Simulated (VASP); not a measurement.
HfB2: single point with PBE

HfB2:

```
Hf B
1.0
     3.15272    0.00000    0.00000
    -1.57636    2.73033    0.00000
     0.00000    0.00000    3.49889
Hf B
1 2
Direct
  0.00000 0.00000 0.00000
  0.33333 0.66667 0.50000
  0.66667 0.33333 0.50000
```

```yaml
Program: VASP 6.6.1
Task: single point
Functional: PBE
Potentials_or_basis: VASP PAW PBE potentials, release 64 (Hf_pv, B)
Cutoff: 520 eV
k_mesh: 12 × 12 × 10
Occupations: methfessel-paxton, width 0.1 eV
Spin: no spin polarisation
```

- Pressure: -2.4 GPa
- Band gap on the k mesh: zero (bands 8 and 9 overlap by 1.28 eV)

Stress tensor (GPa, compression positive):
```
-2.45  0.00  0.00
 0.00 -2.45  0.00
 0.00  0.00 -2.27
```

Levels at points of the mesh, in eV from the Fermi level:
```csv
k point,band 6,band 7,band 8,band 9,band 10,band 11
"(0.00, 0.00, 0.00)",-3.02,-3.02,-2.96,3.80,3.80,4.41
"(0.50, 0.00, 0.00)",-4.25,-3.58,-2.99,1.91,2.52,5.30
"(0.00, 0.00, 0.50)",-1.35,-1.35,0.16,0.16,0.83,0.83
"(0.50, 0.00, 0.50)",-5.07,-4.82,-2.86,3.77,3.90,5.99
```

Run time: 42 s on 1 thread of Intel(R) Xeon(R) Platinum 8259CL CPU @ 2.50GHz (Skylake/Cascade Lake) (shared host), peak memory 0.18 GiB.

Caveat: spin-orbit coupling is left out, which moves the levels of the heavy elements.
